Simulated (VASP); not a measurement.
**As: single point with PBEsol**

Crystal: As.

```
As
1.0
     2.75446    0.00000    0.00000
     0.00000    2.75446    0.00000
     0.00000    0.00000    2.75446
As
1
Direct
  0.50000 0.50000 0.50000
```

This cell differs from its parent crystal: strained.

```yaml
Program: VASP 6.6.1
Task: single point
Functional: PBEsol
Potentials_or_basis: VASP PAW PBE potentials, release 64 (As)
Cutoff: 520 eV
k_mesh: 16 × 16 × 16
Occupations: gaussian, width 0.1 eV
Spin: no spin polarisation
```

The pressure is -5.4 GPa.

Levels at points of the mesh, in eV from the Fermi level:
```tsv
k point	band 1	band 2	band 3	band 4	band 5	band 6
(0.00, 0.00, 0.00)	-14.51	3.93	3.93	3.93	8.44	8.44
(0.50, 0.00, 0.00)	-11.60	-6.54	6.04	6.04	11.02	13.65
(0.50, 0.50, 0.00)	-8.59	-4.01	-4.01	2.64	8.00	15.85
(0.50, 0.50, 0.50)	-5.33	-1.72	-1.72	-1.72	5.97	5.97
```

Wall time 19 s on 1 thread of Intel Xeon 8259CL (shared host), peak memory 0.14 GiB.

Caveat: the cell differs from its parent crystal (strained); the PAW data sets were made with another functional, which shifts forces and pressure a little.
